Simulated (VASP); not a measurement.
# BP (F-43m) in VASP: further runs, part 2 of 2

VASP 6.6.1. The steps go on from the part before.

## 4. Single point, r2SCAN+D3(BJ)

This run uses another cell than the first one, of 11.45 Å³/atom, 1.043 times its volume.

Contents of POSCAR:

```
BP
1.0
    0.0000000000      2.2537713532      2.2537713532
    2.2537713532      0.0000000000      2.2537713532
    2.2537713532      2.2537713532      0.0000000000
P B
1 1
Direct
    0.7500000000      0.7500000000      0.7500000000
    0.0000000000      0.0000000000      0.0000000000
```

Contents of INCAR.step1:

```
PREC = Accurate
ENCUT = 520
ISMEAR = -1
SIGMA = 0.05
LREAL = F
LASPH = T
NELM = 100
NBANDS = 11
GGA = PE
ALGO = Normal
EDIFF = 1E-4
LWAVE = T
LCHARG = F
```

Contents of INCAR.step2:

```
PREC = Accurate
ENCUT = 520
EDIFF = 1E-6
ISMEAR = -1
SIGMA = 0.05
LREAL = F
LASPH = T
NELM = 100
ALGO = Normal
ISIF = 2
LWAVE = F
LCHARG = F
METAGGA = R2SCAN
LMIXTAU = T
IVDW = 12
VDW_S6 = 1.0
VDW_S8 = 0.78981345
VDW_A1 = 0.49484001
VDW_A2 = 5.73083694
NBANDS = 11
ISTART = 1
```

Contents of KPOINTS:

```
Automatic mesh
0
Gamma
  10 10 10
```

Started as:

```console
$ cat potpaw_PBE.64/P/POTCAR potpaw_PBE.64/B/POTCAR > POTCAR
$ cp INCAR.step1 INCAR
$ mpirun -np 1 vasp_std > vasp.out
$ cp INCAR.step2 INCAR
$ mpirun -np 1 vasp_std > vasp.out
```

It took 38 s on 1 thread of AMD EPYC 7R43 (Zen 3), shared host; peak memory 0.12 GiB.

The run converged. Its results:

- Free energy: -17.6151 eV
- Pressure: 0.7 GPa
- Band gap on the k mesh: 1.42 eV, indirect (least direct gap 3.67 eV)
- Dispersion energy per atom: -0.154 eV

Levels at points of the mesh, in eV from the valence-band top:
| k point | band 1 | band 2 | band 3 | band 4 | band 5 | band 6 | band 7 | band 8 | band 9 |
| --- | --- | --- | --- | --- | --- | --- | --- | --- | --- |
| (0.00, 0.00, 0.00) | -16.45 | 0.00 | 0.00 | 0.00 | 3.67 | 3.67 | 3.67 | 8.34 | 12.56 |
| (0.50, 0.00, 0.00) | -12.88 | -9.65 | -1.89 | -1.89 | 4.27 | 5.04 | 5.04 | 11.00 | 15.62 |
| (0.50, 0.50, 0.00) | -11.18 | -9.24 | -4.42 | -4.42 | 1.50 | 1.89 | 13.26 | 13.26 | 16.66 |

Caveat: the PAW data sets were made with another functional, which shifts forces and pressure a little.

## 5. Single point, r2SCAN+D3(BJ)

This run uses another cell than the first one, of 11.68 Å³/atom, 1.064 times its volume.

Contents of POSCAR:

```
BP
1.0
    0.0000000000      2.2690000000      2.2690000000
    2.2690000000      0.0000000000      2.2690000000
    2.2690000000      2.2690000000      0.0000000000
P B
1 1
Direct
    0.7500000000      0.7500000000      0.7500000000
    0.0000000000      0.0000000000      0.0000000000
```

Contents of INCAR.step1:

```
ALGO     = Normal         # electronic algorithm
EDIFF    = 1E-4           # SCF threshold, eV
ENCUT    = 520            # plane-wave cutoff, eV
GGA      = PE             # functional
ISMEAR   = -1             # smearing method
LASPH    = T              # aspherical terms in the spheres
LCHARG   = F              # write CHGCAR
LREAL    = F              # projectors in reciprocal space
LWAVE    = T              # write WAVECAR
NBANDS   = 11             # bands
NELM     = 80             # most SCF steps
PREC     = Accurate       # precision mode
SIGMA    = 0.05           # smearing width, eV
```

Contents of INCAR.step2:

```
ALGO     = Normal         # electronic algorithm
EDIFF    = 1E-6           # SCF threshold, eV
ENCUT    = 520            # plane-wave cutoff, eV
ISIF     = 2              # what is computed and relaxed
ISMEAR   = -1             # smearing method
ISTART   = 1            
IVDW     = 12             # dispersion correction
LASPH    = T              # aspherical terms in the spheres
LCHARG   = F              # write CHGCAR
LMIXTAU  = T            
LREAL    = F              # projectors in reciprocal space
LWAVE    = F              # write WAVECAR
METAGGA  = R2SCAN         # meta-GGA
NBANDS   = 11             # bands
NELM     = 80             # most SCF steps
PREC     = Accurate       # precision mode
SIGMA    = 0.05           # smearing width, eV
VDW_A1   = 0.49484001   
VDW_A2   = 5.73083694   
VDW_S6   = 1.0          
VDW_S8   = 0.78981345
```

Contents of KPOINTS:

```
k-points
0
Gamma
  10 10 10
```

Potentials or basis: VASP PAW PBE potentials, release 64 (P, B).

Started as:

```console
$ cat potpaw_PBE.64/P/POTCAR potpaw_PBE.64/B/POTCAR > POTCAR
$ cp INCAR.step1 INCAR
$ mpirun -np 1 vasp_std > vasp.out
$ cp INCAR.step2 INCAR
$ mpirun -np 1 vasp_std > vasp.out
```

OUTCAR:

```text
EDIFF = 1E-6
   ENCUT = 520
   ISIF = 2
   ISMEAR = -1
   ISTART = 1
   IVDW = 12
   LASPH = T
   LREAL = F
   METAGGA = R2SCAN
   NELM = 80
   PREC = Accurate
 IVDW          = 12

 ion  position               nearest neighbor table
   1  0.750  0.750  0.750-   2 1.97   2 1.97   2 1.97   2 1.97
   2  0.000  0.000  0.000-   1 1.97   1 1.97   1 1.97   1 1.97

  LATTYP: Found a face centered cubic cell.
 ALAT       =     4.5380000000

  Lattice vectors:

 A1 = (   0.0000000000,   2.2690000000,   2.2690000000)
 A2 = (   2.2690000000,   0.0000000000,   2.2690000000)
 A3 = (   2.2690000000,   2.2690000000,   0.0000000000)

Analysis of symmetry for initial positions (statically):
=====================================================================
 Subroutine PRICEL returns:
 Original cell was already a primitive cell.

 Routine SETGRP: Setting up the symmetry group for a
 face centered cubic supercell.

 Subroutine GETGRP returns: Found 24 space group operations
 (whereof 24 operations were pure point group operations)
 out of a pool of 48 trial point group operations.

The static configuration has the point symmetry T_d .

Analysis of symmetry for dynamics (positions and initial velocities):
=====================================================================
 Subroutine PRICEL returns:
 Original cell was already a primitive cell.

 Routine SETGRP: Setting up the symmetry group for a
 face centered cubic supercell.

 Subroutine GETGRP returns: Found 24 space group operations
 (whereof 24 operations were pure point group operations)
 out of a pool of 48 trial point group operations.

The dynamic configuration has the point symmetry T_d .

 Subroutine INISYM returns: Found 24 space group operations
 (whereof 24 operations are pure point group operations),
 and found     1 'primitive' translations
[... 117 lines left out ...]
  Fermi-wavevector in a.u.,A,eV,Ry     =   1.145320  2.164342 17.847562  1.311759
  Thomas-Fermi vector in A             =   2.282009
   LORBIT       =      0    0 simple, 1 ext, 2 COOP (PROOUT), +10 PAW based schemes
   METAGGA = R2SCAN    functional components
   LHFCALC =     F    Hartree Fock is set to
   AEXX    =    0.0000 exact exchange contribution
   IVDW    =    12    specifies the selected vdW correction
   LEPSILON=     F    determine dielectric tensor
   LRPA    =     F    only Hartree local field effects (RPA)
 non-spin polarized calculation
  energy-cutoff  :      520.00
  volume of cell :       23.36
 maximum number of plane-waves:       639
   NGX = 11   NGY = 11   NGZ = 11

 number of electron       8.0000000 magnetization

 Free energy of the ion-electron system (eV)
  ---------------------------------------------------
  ext. energy  EPLUGINS =         0.00000000
  ---------------------------------------------------
  free energy    TOTEN  =       -17.31125586 eV

  energy without entropy =      -17.31125585  energy(sigma->0) =      -17.31125586

 E-fermi :   8.0933     XC(G=0): -11.5009

 val. band max:        7.3889867911   @ k =   0.0000   0.0000   0.0000
 cond. band min:       8.8355542444   @ k =   0.4000   0.4000   0.0000
 fundamental gap:      1.4465674532
 Fermi energy:         8.0932596305

 k-point     1 :       0.0000    0.0000    0.0000
  band No.  band energies     occupation
      1      -8.8704      2.00000
      2       7.3890      2.00000
      3       7.3890      2.00000
      4       7.3890      2.00000
      5      11.0293      0.00000
      6      11.0293      0.00000
      7      11.0293      0.00000
      8      15.3994      0.00000
      9      19.7937      0.00000
     10      20.0359      0.00000
     11      20.0359      0.00000
[... 309 lines left out ...]
 k-point    24 :       0.4000    0.3000    0.0000
  band No.  band energies     occupation
      1      -5.7743      2.00000
      2       0.8664      2.00000
      3       3.1320      2.00000
      4       3.6766      2.00000
      5       9.4302      0.00000
      6      11.3382      0.00000
      7      17.5399      0.00000
      8      17.5468      0.00000
      9      22.4295      0.00000
     10      23.4188      0.00000
     11      25.5345      0.00000

 [... further k-points ...]

------------------------ aborting loop because EDIFF is reached ----------------------------------------

 Edisp (eV)   -0.30101

 E8    (eV) :    -0.0818

  FORCE on cell =-STRESS in cart. coord.  units (eV):
  Direction    XX          YY          ZZ          XY          YZ          ZX
  --------------------------------------------------------------------------------------
  -------------------------------------------------------------------------------------
  Total      -0.40065    -0.40065    -0.40065    -0.00000     0.00000    -0.00000
  in kB     -27.47515   -27.47515   -27.47515    -0.00000     0.00000    -0.00000
  external pressure =      -27.48 kB  Pullay stress =        0.00 kB

 VOLUME and BASIS-vectors are now :
 -----------------------------------------------------------------------------
  energy-cutoff  :      520.00
  volume of cell :       23.36
      direct lattice vectors                 reciprocal lattice vectors
     0.000000000  2.269000000  2.269000000    -0.220361393  0.220361393  0.220361393
     2.269000000  0.000000000  2.269000000     0.220361393 -0.220361393  0.220361393
     2.269000000  2.269000000  0.000000000     0.220361393  0.220361393 -0.220361393

 POSITION                                       TOTAL-FORCE (eV/Angst)
 -----------------------------------------------------------------------------------
      3.40350      3.40350      3.40350        -0.000000     -0.000000      0.000000
      0.00000      0.00000      0.00000         0.000000      0.000000     -0.000000
 -----------------------------------------------------------------------------------
    total drift:                               -0.000000     -0.000000     -0.000000

  FREE ENERGIE OF THE ION-ELECTRON SYSTEM (eV)
  ---------------------------------------------------
  free  energy   TOTEN  =       -17.6122619494 eV

  energy  without entropy=      -17.6122619422  energy(sigma->0) =      -17.61226195
```

Run time: 35 s. Hardware: 1 thread of AMD EPYC 7R43 (Zen 3), shared host; peak memory 0.12 GiB.

What came out:

```yaml
Free_energy: -17.6123 eV
Pressure: -2.7 GPa
Band_gap_on_the_k_mesh: 1.45 eV, indirect (least direct gap 3.64 eV)
Dispersion_energy_per_atom: -0.151 eV
```

Caveat: the PAW data sets were made with another functional, which shifts forces and pressure a little. r2SCAN opens gaps a little over a GGA but as a rule still falls short of measured ones.

## 6. Single point, r2SCAN

This run uses another cell than the first one, of 11.67 Å³/atom, 1.063 times its volume.

Contents of POSCAR:

```
BP
1.0
    0.0000000000      2.2682668491      2.2682668491
    2.2682668491      0.0000000000      2.2682668491
    2.2682668491      2.2682668491      0.0000000000
P B
1 1
Direct
    0.7500000000      0.7500000000      0.7500000000
    0.0000000000      0.0000000000      0.0000000000
```

Contents of INCAR.step1:

```
SYSTEM = BP
PREC = Accurate ; ENCUT = 520
ISMEAR = -1 ; SIGMA = 0.05
LREAL = .False. ; LASPH = .True.
NELM = 100 ; NBANDS = 11
GGA = PE ; ALGO = Normal
EDIFF = 1E-4 ; LWAVE = .True.
LCHARG = .False.
```

Contents of INCAR.step2:

```
SYSTEM = BP
PREC = Accurate ; ENCUT = 520
EDIFF = 1E-7 ; ISMEAR = -1
SIGMA = 0.05 ; LREAL = .False.
LASPH = .True. ; NELM = 100
ALGO = Normal ; ISIF = 2
LWAVE = .False. ; LCHARG = .False.
METAGGA = R2SCAN ; LMIXTAU = .True.
NBANDS = 11 ; ISTART = 1
```

Contents of KPOINTS:

```
Automatic mesh
0
Gamma
  10 10 10
  0 0 0
```

Potentials or basis: VASP PAW PBE potentials, release 64 (P, B).

Started as:

```console
$ cat potpaw_PBE.64/P/POTCAR potpaw_PBE.64/B/POTCAR > POTCAR
$ cp INCAR.step1 INCAR
$ mpirun -np 1 vasp_std > vasp.out
$ cp INCAR.step2 INCAR
$ mpirun -np 1 vasp_std > vasp.out
```

Wall time 56 s (1 thread of AMD EPYC 7R43 (Zen 3), shared host); peak memory 0.11 GiB.

It converged, with:

| Property | Result |
| --- | --- |
| Free energy | -17.3113 eV |
| Pressure | -0.5 GPa |
| Band gap on the k mesh | 1.45 eV, indirect (least direct gap 3.64 eV) |

Levels at points of the mesh, in eV from the valence-band top:
| k point | band 2 | band 3 | band 4 | band 5 | band 6 | band 7 |
| --- | --- | --- | --- | --- | --- | --- |
| (0.00, 0.00, 0.00) | 0.00 | 0.00 | 0.00 | 3.64 | 3.64 | 3.64 |
| (0.50, 0.00, 0.00) | -9.51 | -1.87 | -1.87 | 4.14 | 5.03 | 5.03 |
| (0.50, 0.50, 0.00) | -9.13 | -4.35 | -4.35 | 1.54 | 1.91 | 13.07 |

Caveat: the PAW data sets were made with another functional, which shifts forces and pressure a little.

## 7. Summary

```csv
level,cell,gap on the mesh (eV),pressure (GPa)
r2SCAN+D3(BJ),"a = 3.143 Å, angles 60.0°, 2 atoms",1.36,8.6
r2SCAN+D3(BJ),"a = 3.165 Å, angles 60.0°, 2 atoms",1.39,4.5
r2SCAN+D3(BJ),"a = 3.187 Å, angles 60.0°, 2 atoms",1.42,0.7
r2SCAN+D3(BJ),"a = 3.209 Å, angles 60.0°, 2 atoms",1.45,-2.7
r2SCAN,"a = 3.208 Å, angles 60.0°, 2 atoms",1.45,-0.5
```

Alike in all rows: task single point; potentials or basis VASP PAW PBE potentials, release 64 (P, B); no spin polarisation; k mesh 10 × 10 × 10; cutoff (eV) 520; smearing fermi-dirac 0.05 eV.

Caveats: the PAW data sets were made with another functional, which shifts forces and pressure a little.

Absolute energies hang on the potentials; compare differences alone.
